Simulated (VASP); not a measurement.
# Zr3SnO8 (Cmmm) in VASP: single point with PBE

Aim: the single point of Zr3SnO8 with PBE.

All numbers are computed with VASP 6.6.1; they aren't measurements. Logs are shortened: lines on timing, memory, paths and dates and some standing lists are left out, and cuts for length are marked.

## (1) The cell of the first run

Symmetry: Cmmm, No. 65, orthorhombic system. The conventional cell has a = 6.831 Å, b = 6.872 Å, c = 6.489 Å, α = 90.00°, β = 90.00°, γ = 90.00°. Zr (site symmetry mmm) has 6 O at 2.09 to 2.12 Å within 2.8 Å. Within 2.8 Å of Zr (site symmetry mm2) lie 6 O at 2.10 Å. Within 2.8 Å of O (site symmetry 2mm) lie 3 Zr at 2.09 to 2.10 Å and 1 O at 2.65 Å. Within 2.8 Å of O (site symmetry m) lie 1 Sn at 2.08 Å and 2 Zr at 2.10 to 2.12 Å and 1 O at 2.66 Å. Within 2.7 Å of O (site symmetry 2mm) lie 1 Sn at 2.07 Å and 2 Zr at 2.10 Å and 1 O at 2.70 Å. Within 2.7 Å of Sn (site symmetry mmm) lie 6 O at 2.07 to 2.08 Å.

## (2) Single point, PBE

Input file INCAR:

```
PREC     = Accurate       # precision mode
ENCUT    = 520            # plane-wave cutoff, eV
EDIFF    = 1E-6           # SCF threshold, eV
ISMEAR   = -1             # smearing method
SIGMA    = 0.02           # smearing width, eV
LREAL    = False          # projectors in reciprocal space
LASPH    = True           # aspherical terms in the spheres
NELM     = 80             # most SCF steps
ALGO     = Normal         # electronic algorithm
ISIF     = 2              # what is computed and relaxed
LWAVE    = False          # write WAVECAR
LCHARG   = False          # write CHGCAR
GGA      = PE             # functional
NBANDS   = 61             # bands
```

Input file KPOINTS:

```
regular mesh
0
Gamma
  6 6 4
```

Input file POSCAR:

```
Zr3SnO8
1.0
    3.4156116081     -3.4359306695      0.0000000000
    3.4156116081      3.4359306695      0.0000000000
    0.0000000000      0.0000000000      6.4894971586
Zr O Sn
3 8 1
Direct
    0.5000000000      0.5000000000      0.0000000000
    0.0000000000      0.0000000000      0.7487261535
    0.0000000000      0.0000000000      0.2512738465
    0.1937581539      0.1937581539      0.0000000000
    0.8062418461      0.8062418461      0.0000000000
    0.6937218241      0.3062781759      0.7463627032
    0.3062781759      0.6937218241      0.7463627032
    0.1973704823      0.1973704823      0.5000000000
    0.8026295177      0.8026295177      0.5000000000
    0.6937218241      0.3062781759      0.2536372968
    0.3062781759      0.6937218241      0.2536372968
    0.5000000000      0.5000000000      0.5000000000
```

Potentials or basis: VASP PAW PBE potentials, release 64 (Zr_sv, O, Sn_d).

The run is started by

```
cat potpaw_PBE.64/Zr_sv/POTCAR potpaw_PBE.64/O/POTCAR potpaw_PBE.64/Sn_d/POTCAR > POTCAR
mpirun -np 1 vasp_std > vasp.out
```

OUTCAR:

```text
PREC = Accurate
   ENCUT = 520
   EDIFF = 1E-6
   ISMEAR = -1
   LREAL = False
   LASPH = True
   NELM = 80
   ISIF = 2
   GGA = PE

 ion  position               nearest neighbor table
   1  0.500  0.500  0.000-   4 2.09   5 2.09   6 2.12   7 2.12  10 2.12  11 2.12  12 3.24  12 3.24
                             2 3.78   3 3.78   2 3.78   3 3.78   2 3.80   3 3.80   2 3.80   3 3.80
   2  0.000  0.000  0.749-   4 2.10   5 2.10   8 2.10   9 2.10   6 2.10   7 2.10   3 3.23   3 3.26
                            12 3.78  12 3.78   1 3.78   1 3.78  12 3.80  12 3.80   1 3.80   1 3.80
   3  0.000  0.000  0.251-   4 2.10   5 2.10   8 2.10   9 2.10  10 2.10  11 2.10   2 3.23   2 3.26
                            12 3.78  12 3.78   1 3.78   1 3.78  12 3.80  12 3.80   1 3.80   1 3.80
   4  0.194  0.194  0.000-   1 2.09   2 2.10   3 2.10
   5  0.806  0.806  0.000-   1 2.09   2 2.10   3 2.10
   6  0.694  0.306  0.746-  12 2.08   2 2.10   1 2.12
   7  0.306  0.694  0.746-  12 2.08   2 2.10   1 2.12
   8  0.197  0.197  0.500-  12 2.07   3 2.10   2 2.10
   9  0.803  0.803  0.500-  12 2.07   3 2.10   2 2.10
  10  0.694  0.306  0.254-  12 2.08   3 2.10   1 2.12
  11  0.306  0.694  0.254-  12 2.08   3 2.10   1 2.12
  12  0.500  0.500  0.500-   8 2.07   9 2.07   6 2.08   7 2.08  10 2.08  11 2.08   1 3.24   1 3.24
                             3 3.78   2 3.78   2 3.78   3 3.78   2 3.80   3 3.80   2 3.80   3 3.80

  LATTYP: Found a base centered orthorhombic cell.
 ALAT       =     6.8312232162
 B/A-ratio  =     1.0059488794
 C/A-ratio  =     0.9499758613

  Lattice vectors:

 A1 = (   3.4156116081,  -3.4359306695,   0.0000000000)
 A2 = (   3.4156116081,   3.4359306695,   0.0000000000)
 A3 = (   0.0000000000,   0.0000000000,   6.4894971586)

Analysis of symmetry for initial positions (statically):
=====================================================================
 Subroutine PRICEL returns:
 Original cell was already a primitive cell.

 Routine SETGRP: Setting up the symmetry group for a
 base centered orthorhombic supercell.

 Subroutine GETGRP returns: Found  8 space group operations
 (whereof  8 operations were pure point group operations)
 out of a pool of  8 trial point group operations.

The static configuration has the point symmetry D_2h.

Analysis of symmetry for dynamics (positions and initial velocities):
=====================================================================
 Subroutine PRICEL returns:
 Original cell was already a primitive cell.

 Routine SETGRP: Setting up the symmetry group for a
 base centered orthorhombic supercell.

 Subroutine GETGRP returns: Found  8 space group operations
 (whereof  8 operations were pure point group operations)
[... 127 lines left out ...]
   NFREE  =      0    steps in history (QN), initial steepest desc. (CG)
   ISIF   =      2    stress and relaxation
   ISYM   =      2    0-nonsym 1-usesym 2-fastsym
   POTIM  = 0.5000    time-step for ionic-motion
   TEBEG  =    0.0;   TEEND  =   0.0 temperature during run
   PSTRESS=    0.0 pullay stress
   NELECT =      98.0000    total number of electrons
   NUPDOWN=      -1.0000    fix difference up-down
   EMIN   =  10.00;   EMAX   =-10.00  energy-range for DOS
   EFERMI =   0.00;   METHOD = LEGACY
   ISMEAR =    -1;   SIGMA  =   0.02  broadening in eV -4-tet -1-fermi 0-gaus
   EFERMI_NEDOS =   21; number of points for ismear=-14 and -15
   IALGO  =     38    algorithm
   IMIX   =      4    mixing-type and parameters
     AMIX     =   0.40;   BMIX     =  1.00
     AMIX_MAG =   1.60;   BMIX_MAG =  1.00
  volume/ion in A,a.u.               =      12.69        85.66
  Fermi-wavevector in a.u.,A,eV,Ry     =   1.413293  2.670737 27.176239  1.997397
  Thomas-Fermi vector in A             =   2.534954
   LORBIT       =      0    0 simple, 1 ext, 2 COOP (PROOUT), +10 PAW based schemes
   GGA     = PE    functional components
[... 5 lines left out ...]
 non-spin polarized calculation
  energy-cutoff  :      520.00
  volume of cell :      152.32
 maximum number of plane-waves:      4136
   NGX = 19   NGY = 19   NGZ = 25

 number of electron      97.9999967 magnetization

 Free energy of the ion-electron system (eV)
  ---------------------------------------------------
  ext. energy  EPLUGINS =         0.00000000
  ---------------------------------------------------
  free energy    TOTEN  =      -104.31343717 eV

  energy without entropy =     -104.31343717  energy(sigma->0) =     -104.31343717

 E-fermi :   5.5076     XC(G=0): -10.8743

 val. band max:        5.0891446950   @ k =   0.0000   0.0000   0.0000
 cond. band min:       7.8410772296   @ k =   0.0000   0.0000   0.0000
 fundamental gap:      2.7519325346
 Fermi energy:         5.5075581863

 k-point     1 :       0.0000    0.0000    0.0000
  band No.  band energies     occupation
      1     -42.6385      2.00000
      2     -42.5498      2.00000
      3     -42.4984      2.00000
      4     -21.2646      2.00000
      5     -20.9854      2.00000
      6     -20.9313      2.00000
[... 1525 lines left out ...]
     60      12.7783      0.00000
     61      12.9607      0.00000

 [... further k-points ...]
[... 5 lines left out ...]
  --------------------------------------------------------------------------------------
  -------------------------------------------------------------------------------------
  Total        4.4168185      4.1562708      4.6475461      0.0000000      0.0000000      0.0000000
  in kB       46.4586114     43.7180221     48.8855350      0.0000000      0.0000000      0.0000000
  external PRESSURE =      46.3540562 kB  Pullay stress =       0.0000000 kB

 VOLUME and BASIS-vectors are now :
 -----------------------------------------------------------------------------
  energy-cutoff  :      520.00
  volume of cell :      152.32
      direct lattice vectors                 reciprocal lattice vectors
     3.415611608 -3.435930669  0.000000000     0.146386667 -0.145520981  0.000000000
     3.415611608  3.435930669  0.000000000     0.146386667  0.145520981  0.000000000
     0.000000000  0.000000000  6.489497159     0.000000000  0.000000000  0.154095144

 POSITION                                       TOTAL-FORCE (eV/Angst)
 -----------------------------------------------------------------------------------
      3.41561      0.00000      0.00000        -0.000000     -0.000000      0.000000
      0.00000      0.00000      4.85886        -0.000000     -0.000000      0.021145
      0.00000      0.00000      1.63064        -0.000000     -0.000000     -0.021145
      1.32361      0.00000      0.00000         0.016071     -0.000000     -0.000000
      5.50762      0.00000      0.00000        -0.016071     -0.000000      0.000000
      3.41561     -1.33123      4.84352        -0.000000     -0.170510      0.178807
      3.41561      1.33123      4.84352        -0.000000      0.170510      0.178807
      1.34828      0.00000      3.24475        -0.223216     -0.000000     -0.000000
      5.48294      0.00000      3.24475         0.223216     -0.000000      0.000000
      3.41561     -1.33123      1.64598        -0.000000     -0.170510     -0.178807
      3.41561      1.33123      1.64598        -0.000000      0.170510     -0.178807
      3.41561      0.00000      3.24475        -0.000000     -0.000000      0.000000
 -----------------------------------------------------------------------------------
    total drift:                                0.000000      0.000000     -0.000000

  FREE ENERGIE OF THE ION-ELECTRON SYSTEM (eV)
  ---------------------------------------------------
  free  energy   TOTEN  =      -104.3134371684 eV

  energy  without entropy=     -104.3134371684  energy(sigma->0) =     -104.31343717
```

Run time: 11 min. Hardware: 1 thread of Oxide Virtual Turin-like, shared host; peak memory 0.38 GiB.

What came out:

```
Free energy            : -104.3134 eV
Pressure               : 4.6 GPa
Largest force          : 0.247 eV/Å
Band gap on the k mesh : 2.75 eV, direct
```

Forces on the atoms (eV/Å):
```
Zr   0.000  0.000  0.000
Zr   0.000  0.000  0.021
Zr   0.000  0.000 -0.021
O    0.016  0.000  0.000
O   -0.016  0.000  0.000
O    0.000 -0.171  0.179
O    0.000  0.171  0.179
O   -0.223  0.000  0.000
O    0.223  0.000  0.000
O    0.000 -0.171 -0.179
O    0.000  0.171 -0.179
Sn   0.000  0.000  0.000
```

Stress tensor (GPa, compression positive):
```
4.65 0.00 0.00
0.00 4.37 0.00
0.00 0.00 4.89
```

Levels at points of the mesh, in eV from the valence-band top:
| k point | band 45 | band 46 | band 47 | band 48 | band 49 | band 50 | band 51 | band 52 | band 53 | band 54 |
| --- | --- | --- | --- | --- | --- | --- | --- | --- | --- | --- |
| (0.00, 0.00, 0.00) | -0.91 | -0.77 | -0.61 | -0.55 | 0.00 | 2.75 | 3.97 | 4.52 | 4.87 | 4.90 |
| (0.50, 0.00, 0.00) | -1.24 | -1.06 | -0.90 | -0.71 | -0.60 | 3.31 | 3.90 | 4.04 | 4.41 | 5.12 |
| (0.50, 0.50, 0.00) | -1.01 | -0.97 | -0.85 | -0.63 | -0.47 | 3.17 | 4.17 | 4.40 | 4.83 | 4.92 |
| (0.00, 0.00, 0.50) | -1.03 | -0.89 | -0.69 | -0.55 | -0.43 | 3.94 | 4.17 | 4.19 | 4.67 | 4.81 |
| (0.50, 0.00, 0.50) | -1.03 | -0.86 | -0.68 | -0.62 | -0.60 | 4.15 | 4.38 | 4.44 | 4.54 | 4.73 |
| (0.50, 0.50, 0.50) | -1.35 | -0.95 | -0.90 | -0.82 | -0.71 | 4.04 | 4.34 | 4.58 | 4.63 | 4.82 |

Caveat: spin-orbit coupling is left out, which moves the levels of the heavy elements.
